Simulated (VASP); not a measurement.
# Rh (P6_3/mmc) in VASP: a series of runs, part 2 of 2

VASP 6.6.1. Earlier steps stand in the parts before.

## 3. Single point, PBE

This run uses another cell than the first one, of the same volume but with other edges.

INCAR

```
PREC = Accurate
ENCUT = 520
EDIFF = 1E-6
ISMEAR = 0
SIGMA = 0.15
LREAL = F
LASPH = T
NELM = 80
ALGO = Fast
ISIF = 2
LWAVE = F
LCHARG = F
GGA = PE
NBANDS = 22
```

KPOINTS

```
regular mesh
0
Gamma
  18 18 10
```

POSCAR

```
Rh
1.0
    2.6159000000      0.0000000000      0.0000000000
   -1.3079500000      2.2654358537      0.0000000000
    0.0000000000      0.0000000000      4.5956000000
Rh
2
Direct
    0.6666666667      0.3333333333      0.7500000000
    0.3333333333      0.6666666667      0.2500000000
```

Potentials or basis: VASP PAW PBE potentials, release 64 (Rh_pv).

On the command line:

```sh
> cat potpaw_PBE.64/Rh_pv/POTCAR > POTCAR
> mpirun -np 1 vasp_std > vasp.out
```

OUTCAR:

```text
PREC = Accurate
   ENCUT = 520
   EDIFF = 1E-6
   ISMEAR = 0
   LREAL = F
   LASPH = T
   NELM = 80
   ISIF = 2
   GGA = PE

 ion  position               nearest neighbor table
   1  0.667  0.333  0.750-   2 2.75   2 2.75   2 2.75   2 2.75   2 2.75   2 2.75
   2  0.333  0.667  0.250-   1 2.75   1 2.75   1 2.75   1 2.75   1 2.75   1 2.75

  LATTYP: Found a hexagonal cell.
 ALAT       =     2.6159000000
 C/A-ratio  =     1.7567949845

  Lattice vectors:

 A1 = (   2.6159000000,   0.0000000000,   0.0000000000)
 A2 = (  -1.3079500000,   2.2654358537,   0.0000000000)
 A3 = (   0.0000000000,   0.0000000000,   4.5956000000)

Analysis of symmetry for initial positions (statically):
[... 35 lines left out ...]
                                     Primitive cell

  volume of cell :      27.2342

  direct lattice vectors                    reciprocal lattice vectors
     2.615900000  0.000000000  0.000000000     0.382277610  0.220708081  0.000000000
    -1.307950000  2.265435854  0.000000000     0.000000000  0.441416162  0.000000000
     0.000000000  0.000000000  4.595600000     0.000000000  0.000000000  0.217599443

  length of vectors
     2.615900000  2.615900000  4.595600000     0.441416162  0.441416162  0.217599443

  position of ions in fractional coordinates (direct lattice)
     0.666666667  0.333333333  0.750000000
     0.333333333  0.666666667  0.250000000

  ion indices of the primitive-cell ions
   primitive index   ion index
                 1           1
                 2           2

----------------------------------------------------------------------------------------

 KPOINTS: regular mesh

Automatic generation of k-mesh.
 Grid dimensions read from file:
 generate k-points for:   18   18   10

 Generating k-lattice:

  Cartesian coordinates                     Fractional coordinates (reciprocal lattice)
     0.021237645  0.012261560  0.000000000     0.055555556  0.000000000  0.000000000
     0.000000000  0.024523120  0.000000000     0.000000000  0.055555556  0.000000000
     0.000000000  0.000000000  0.021759944     0.000000000  0.000000000  0.100000000

  Length of vectors
     0.024523120  0.024523120  0.021759944

  Shift w.r.t. Gamma in fractional coordinates (k-lattice)
     0.000000000  0.000000000  0.000000000

 Subroutine IBZKPT returns following result:
 ===========================================

 Found    222 irreducible k-points:

 Following reciprocal coordinates:
            Coordinates               Weight
  0.000000  0.000000  0.000000      1.000000
  0.055556 -0.000000  0.000000      6.000000
  0.111111 -0.000000  0.000000      6.000000
  0.166667 -0.000000  0.000000      6.000000
  0.222222  0.000000  0.000000      6.000000
  0.277778 -0.000000  0.000000      6.000000
[... 16 lines left out ...]
  0.333333  0.111111  0.000000     12.000000
  0.388889  0.111111  0.000000     12.000000
 [... further k-points ...]
   k-points           NKPTS =    222   k-points in BZ     NKDIM =    222   number of bands    NBANDS=     22
   number of dos      NEDOS =    301   number of ions     NIONS =      2
   total plane-waves  NPLWV =  14400
   dimension x,y,z NGX =    20 NGY =   20 NGZ =   36
   dimension x,y,z NGXF=    40 NGYF=   40 NGZF=   72
   ions per type =               2
   NGX,Y,Z   is equivalent  to a cutoff of  12.71, 12.71, 13.02 a.u.
   NGXF,Y,Z  is equivalent  to a cutoff of  25.42, 25.42, 26.05 a.u.
 SYSTEM =  unknown system
   PREC   = accura    normal or accurate (medium, high low for compatibility)
   ISTART =      0    job   : 0-new  1-cont  2-samecut
   ICHARG =      2    charge: 1-file 2-atom 10-const
   ISPIN  =      1    spin polarized calculation?
   LNONCOLLINEAR =      F non collinear calculations
   LSORBIT =      F    spin-orbit coupling
   LASPH  =      T    aspherical Exc in radial PAW
   ENCUT  =  520.0 eV  38.22 Ry    6.18 a.u.   4.86  4.86  8.54*2*pi/ulx,y,z
   NELM   =     80;   NELMIN=  2; NELMDL= -5     # of ELM steps
   EDIFF  = 0.1E-05   stopping-criterion for ELM
   LREAL  =      F    real-space projection
   EDIFFG = 0.1E-04   stopping-criterion for IOM
   NSW    =      0    number of steps for IOM
   IBRION =     -1    ionic relax: 0-MD 1-quasi-New 2-CG
   NFREE  =      0    steps in history (QN), initial steepest desc. (CG)
   ISIF   =      2    stress and relaxation
   ISYM   =      2    0-nonsym 1-usesym 2-fastsym
   POTIM  = 0.5000    time-step for ionic-motion
   TEBEG  =    0.0;   TEEND  =   0.0 temperature during run
   PSTRESS=    0.0 pullay stress
   NELECT =      30.0000    total number of electrons
   NUPDOWN=      -1.0000    fix difference up-down
   EMIN   =  10.00;   EMAX   =-10.00  energy-range for DOS
   EFERMI =   0.00;   METHOD = LEGACY
   ISMEAR =     0;   SIGMA  =   0.15  broadening in eV -4-tet -1-fermi 0-gaus
   EFERMI_NEDOS =   21; number of points for ismear=-14 and -15
   IALGO  =     68    algorithm
   IMIX   =      4    mixing-type and parameters
     AMIX     =   0.40;   BMIX     =  1.00
     AMIX_MAG =   1.60;   BMIX_MAG =  1.00
  volume/ion in A,a.u.               =      13.62        91.89
  Fermi-wavevector in a.u.,A,eV,Ry     =   1.690740  3.195036 38.893646  2.858602
  Thomas-Fermi vector in A             =   2.772633
   LORBIT       =      0    0 simple, 1 ext, 2 COOP (PROOUT), +10 PAW based schemes
   GGA     = PE    functional components
   LHFCALC =     F    Hartree Fock is set to
   AEXX    =    0.0000 exact exchange contribution
   IVDW    =     0    specifies the selected vdW correction
   LEPSILON=     F    determine dielectric tensor
   LRPA    =     F    only Hartree local field effects (RPA)
 non-spin polarized calculation
 RMM-DIIS sequential band-by-band and
 Gauss-broadening in eV      SIGMA  =   0.15
  energy-cutoff  :      520.00
  volume of cell :       27.23
 maximum number of plane-waves:       750
 NGX is ok and might be reduce to    20

 number of electron      30.0000005 magnetization

 Free energy of the ion-electron system (eV)
  ---------------------------------------------------
  ext. energy  EPLUGINS =         0.00000000
  ---------------------------------------------------
  free energy    TOTEN  =       -14.31077958 eV

  energy without entropy =      -14.27524660  energy(sigma->0) =      -14.29301309

 E-fermi :  12.1049     XC(G=0): -14.0858

 val. band max:       12.1024464898   @ k =   0.0000   0.0000   0.0000
 cond. band min:      12.1124941086   @ k =   0.2222   0.1667   0.1000
 fundamental gap:      0.0100476189
 Fermi energy:        12.1049477438

 k-point     1 :       0.0000    0.0000    0.0000
  band No.  band energies     occupation
      1     -34.9230      2.00000
      2     -34.3448      2.00000
      3     -34.3448      2.00000
      4     -34.3025      2.00000
      5     -34.2772      2.00000
      6     -34.2772      2.00000
[... 14 lines left out ...]
     21      29.0792      0.00000
     22      30.8314      0.00000

 k-point     2 :       0.0556   -0.0000    0.0000
  band No.  band energies     occupation
      1     -34.9158      2.00000
      2     -34.3675      2.00000
      3     -34.3512      2.00000
      4     -34.3036      2.00000
      5     -34.3002      2.00000
      6     -34.2815      2.00000
[... 14 lines left out ...]
     21      29.2569      0.00000
     22      30.9924      0.00000

 k-point     3 :       0.1111   -0.0000    0.0000
  band No.  band energies     occupation
      1     -34.8944      2.00000
      2     -34.4325      2.00000
      3     -34.3694      2.00000
      4     -34.3661      2.00000
      5     -34.3073      2.00000
      6     -34.2941      2.00000
[... 14 lines left out ...]
     21      29.7457      0.00000
     22      31.3075      0.00000
[... 476 lines left out ...]
 k-point    23 :       0.3333    0.1111    0.0000
  band No.  band energies     occupation
      1     -34.9810      2.00000
      2     -34.9081      2.00000
      3     -34.6497      2.00000
      4     -34.5669      2.00000
      5     -34.4624      2.00000
      6     -34.3879      2.00000
[... 14 lines left out ...]
     21      25.7507      0.00000
     22      27.4016      0.00000

 k-point    24 :       0.3889    0.1111    0.0000
  band No.  band energies     occupation
      1     -35.0379      2.00000
      2     -34.9569      2.00000
      3     -34.6110      2.00000
      4     -34.5896      2.00000
      5     -34.4789      2.00000
      6     -34.4097      2.00000
[... 14 lines left out ...]
     21      25.0786      0.00000
     22      26.7321      0.00000

 [... further k-points ...]
[... 5 lines left out ...]
  --------------------------------------------------------------------------------------
  -------------------------------------------------------------------------------------
  Total        3.4401365      3.4401365     -0.9120222      0.0000000      0.0000000      0.0000000
  in kB      202.3816489    202.3816489    -53.6538482      0.0000000      0.0000000      0.0000000
  external PRESSURE =     117.0364832 kB  Pullay stress =       0.0000000 kB

 VOLUME and BASIS-vectors are now :
 -----------------------------------------------------------------------------
  energy-cutoff  :      520.00
  volume of cell :       27.23
      direct lattice vectors                 reciprocal lattice vectors
     2.615900000  0.000000000  0.000000000     0.382277610  0.220708081  0.000000000
    -1.307950000  2.265435854  0.000000000     0.000000000  0.441416162  0.000000000
     0.000000000  0.000000000  4.595600000     0.000000000  0.000000000  0.217599443

 POSITION                                       TOTAL-FORCE (eV/Angst)
 -----------------------------------------------------------------------------------
      1.30795      0.75515      3.44670         0.000000      0.000000      0.000000
     -0.00000      1.51029      1.14890        -0.000000     -0.000000      0.000000
 -----------------------------------------------------------------------------------
    total drift:                                0.000000     -0.000000      0.000000

  FREE ENERGIE OF THE ION-ELECTRON SYSTEM (eV)
  ---------------------------------------------------
  free  energy   TOTEN  =       -14.3107795846 eV

  energy  without entropy=      -14.2752466027  energy(sigma->0) =      -14.29301309
```

stdout:

```text
POSCAR found type information on POSCAR Rh
 POSCAR found :  1 types and       2 ions
 scaLAPACK will be used
 LDA part: xc-table for (Slater+PW92), standard interpolation
 POSCAR, INCAR and KPOINTS ok, starting setup
 FFT: planning ... GRIDC
 FFT: planning ... GRID_SOFT
 FFT: planning ... GRID
 WAVECAR not read
 entering main loop
```

Wall time 57 s (1 thread of Intel Xeon Platinum 8559C (Emerald Rapids), shared host); peak memory 0.21 GiB.

Results:

* Free energy: -14.3108 eV
* Pressure: 11.7 GPa
* Band gap on the k mesh: zero (band 15 reaches 13.12 eV, above the bottom of band 16 at 10.38 eV)

Levels at points of the mesh, in eV from the Fermi level:
| k point | band 11 | band 12 | band 13 | band 14 | band 15 | band 16 | band 17 | band 18 | band 19 | band 20 |
| --- | --- | --- | --- | --- | --- | --- | --- | --- | --- | --- |
| (0.00, 0.00, 0.00) | -3.03 | -2.64 | -2.64 | -1.30 | -1.30 | 0.00 | 0.26 | 0.26 | 7.59 | 16.45 |
| (0.50, 0.00, 0.00) | -2.71 | -2.45 | -1.82 | 0.46 | 0.91 | 1.10 | 3.31 | 5.50 | 10.25 | 10.48 |
| (0.00, 0.00, 0.50) | -3.01 | -3.01 | -3.01 | -3.01 | -0.30 | -0.30 | -0.30 | -0.30 | 13.77 | 13.77 |
| (0.50, 0.00, 0.50) | -1.35 | -1.35 | -0.23 | -0.23 | 1.01 | 1.01 | 2.84 | 2.84 | 9.77 | 9.77 |

## 4. Single point, PBE

This run uses another cell than the first one, of 13.65 Å³/atom, 1.004 times its volume.

Changes to INCAR since step 3:

```diff
@@ -7,3 +7,3 @@
 LASPH = T
-NELM = 80
+NELM = 100
 ALGO = Fast
```

KPOINTS

```
Automatic mesh
0
Gamma
  18 18 10
```

POSCAR

```
Rh
1.0
    2.7248648783      0.0000000000      0.0000000000
   -1.3624324392      2.3598022065      0.0000000000
    0.0000000000      0.0000000000      4.2448000000
Rh
2
Direct
    0.6666666667      0.3333333333      0.7500000000
    0.3333333333      0.6666666667      0.2500000000
```

On the command line:

```sh
> cat potpaw_PBE.64/Rh_pv/POTCAR > POTCAR
> mpirun -np 1 vasp_std > vasp.out
```

It took 52 s on 1 thread of Intel Xeon Platinum 8559C (Emerald Rapids), shared host; peak memory 0.22 GiB.

It converged, with:

```yaml
Free_energy: -14.4154 eV
Pressure: 9.7 GPa
Band_gap_on_the_k_mesh: zero (band 15 reaches 12.77 eV, above the bottom of band 16 at 10.40 eV)
```

Stress tensor (GPa, compression positive):
```
 6.27  0.00  0.00
 0.00  6.27  0.00
 0.00  0.00 16.61
```

Levels at points of the mesh, in eV from the Fermi level:
```
           k point  band 13  band 14  band 15  band 16  band 17  band 18
(0.00, 0.00, 0.00)    -2.50    -2.22    -2.22     0.11     0.11     1.10
(0.50, 0.00, 0.00)    -2.12     0.23     0.61     0.75     2.94     5.04
(0.00, 0.00, 0.50)    -3.11    -3.11    -0.44    -0.44    -0.44    -0.44
(0.50, 0.00, 0.50)    -0.36    -0.36     0.47     0.47     2.64     2.64
```

## 5. Summary

| cell | gap on the mesh (eV) | pressure (GPa) |
| --- | --- | --- |
| a = 2.698, b = 2.698, c = 4.315 Å, angles 90.0, 90.0, 120.0°, 2 atoms | none | 10.3 |
| a = 2.616, b = 2.616, c = 4.596 Å, angles 90.0, 90.0, 120.0°, 2 atoms | none | 11.7 |
| a = 2.725, b = 2.725, c = 4.245 Å, angles 90.0, 90.0, 120.0°, 2 atoms | none | 9.7 |

Alike in all rows: task single point; level PBE; potentials or basis VASP PAW PBE potentials, release 64 (Rh_pv); no spin polarisation; k mesh 18 × 18 × 10; cutoff (eV) 520; smearing gaussian 0.15 eV.

Total energies depend on the potentials used, so only differences within one code and one set of settings carry meaning.
